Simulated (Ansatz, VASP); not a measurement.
One calculation of Si, two programs

```
Si
1.0
     0.00000    2.72199    2.72199
     2.72199    0.00000    2.72199
     2.72199    2.72199    0.00000
Si
2
Direct
  0.00000 0.00000 0.00000
  0.25000 0.25000 0.25000
```

Alike in both runs: functional r2SCAN; k mesh 10 × 10 × 10; occupations gaussian, width 0.02 eV; no spin polarisation.

Ansatz relaxed the structure, and its values are those at the end. VASP's run is a single point on that final structure, the one shown.

|  | VASP | Ansatz |
| --- | --- | --- |
| version | VASP 6.6.1 | Ansatz 0.2.0 |
| potentials or method | VASP PAW PBE potentials, release 64 (Si), cutoff 550 eV | scalar-relativistic, plane waves, PAW |
| valence electrons in the cell | 8 | 8 |

```csv
,VASP,Ansatz,Ansatz less VASP
gap on the k mesh at the Fermi level (eV),0.79,0.78,-0.014
least direct gap on the mesh (eV),2.76,2.74,-0.017
pressure (GPa),-0.2,0.0,+0.22
```

VASP's potentials were made for PBE, not for r2SCAN.
